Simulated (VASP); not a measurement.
## Re: single point with revPBE

Re:

```xyz
1
Lattice="0.0000 1.8808 1.8808 1.8808 0.0000 1.8808 1.8808 1.8808 0.0000" Properties=species:S:1:pos:R:3 pbc="T T T"
Re    0.0000    0.0000    0.0000
```

This cell differs from its parent crystal: volume scaled by 0.88.

| Item | Value |
| --- | --- |
| Program | VASP 6.6.1 |
| Task | single point |
| Functional | revPBE |
| Potentials or basis | VASP PAW PBE potentials, release 64 (Re) |
| Cutoff | 520 eV |
| k mesh | 16 × 16 × 16 |
| Occupations | fermi-dirac, width 0.1 eV |
| Spin | no spin polarisation |
| Dipole correction | no |
| Further INCAR settings | ALGO = Normal; EDIFF = 1e-07; NBANDS = 10 |

```json
{
  "Pressure": "60.6 GPa"
}
```

Levels at points of the mesh, in eV from the Fermi level:
| k point | band 1 | band 2 | band 3 | band 4 | band 5 | band 6 | band 7 | band 8 | band 9 |
| --- | --- | --- | --- | --- | --- | --- | --- | --- | --- |
| (0.00, 0.00, 0.00) | -10.85 | -2.23 | -2.23 | -2.23 | 1.48 | 1.48 | 13.93 | 20.20 | 20.20 |
| (0.50, 0.00, 0.00) | -7.67 | -2.49 | -2.49 | 0.43 | 4.46 | 4.46 | 11.58 | 13.46 | 21.32 |
| (0.50, 0.50, 0.00) | -7.80 | -6.86 | 3.32 | 4.42 | 5.35 | 5.35 | 13.15 | 13.15 | 15.08 |

Run time: 23 s on 1 thread of AMD EPYC 7R13, on a shared host, peak memory 0.11 GiB.

Caveat: the PAW data sets were made with another functional, which shifts forces and pressure a little; spin-orbit coupling is left out, which moves the levels of the heavy elements.
